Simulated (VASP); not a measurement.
Wanted: the native input for a VASP 6.6.1 run.

| Quantity | Value |
| --- | --- |
| Task | single point |
| Functional | PBEsol |
| Potentials or basis | VASP PAW PBE potentials, release 64 (As, Al) |
| Cutoff | 400 eV |
| k mesh | 15 × 15 × 1 |
| Occupations | gaussian, width 0.05 eV |
| Spin | no spin polarisation |
| Dipole correction | yes |
| Further INCAR settings | ALGO = Normal; EDIFF = 1e-06; NBANDS = 28; NELMDL = -8 |

The structure of Al4As5 lies in POSCAR:

```
Al4As5
1.0
    4.0027900700      0.0000000000      0.0000000000
    0.0000000000      4.0027900700      0.0000000000
    0.0000000000      0.0000000000     29.3215998945
As Al
5 4
Direct
    0.0000000000      0.5000000000      0.3069409593
    0.5000000000      0.0000000000      0.4034704797
    0.0000000000      0.5000000000      0.5005039086
    0.5000000000      0.0000000000      0.5973038832
    0.0000000000      0.5000000000      0.6945006738
    0.5000000000      0.5000000000      0.3552057195
    0.0000000000      0.0000000000      0.4517352398
    0.5000000000      0.5000000000      0.5494017756
    0.0000000000      0.0000000000      0.6467364552
```

These files were run (other wordings do the same):

INCAR

```
SYSTEM = Al4As5
PREC = Accurate
ENCUT = 400
EDIFF = 1E-6
ISMEAR = 0
SIGMA = 0.05
LREAL = .False.
LASPH = .True.
NELM = 120
ALGO = Normal
ISIF = 2
LWAVE = .False.
LCHARG = .False.
LDIPOL = .True.
IDIPOL = 3
DIPOL = 0.5 0.5 0.501
GGA = PS
NBANDS = 28
GGA_COMPAT = .False.
NELMDL = -8
```

KPOINTS

```
regular mesh
0
Gamma
  15 15 1
  0 0 0
```

Potentials or basis: VASP PAW PBE potentials, release 64 (As, Al).

The run is started by

```console
$ cat potpaw_PBE.64/As/POTCAR potpaw_PBE.64/Al/POTCAR > POTCAR
$ mpirun -np 1 vasp_std > vasp.out
```

Results of the run:

- Largest force: 0.237 eV/Å
- Band gap on the k mesh: zero (an odd number of electrons rules out a gap without spin polarisation)

Caveat: the PAW data sets were made with another functional, which shifts forces and pressure a little.

It took 9.7 min on 1 thread of AMD EPYC 9R45 96-Core Processor (Zen 5), on a shared host, peak memory 0.65 GiB.
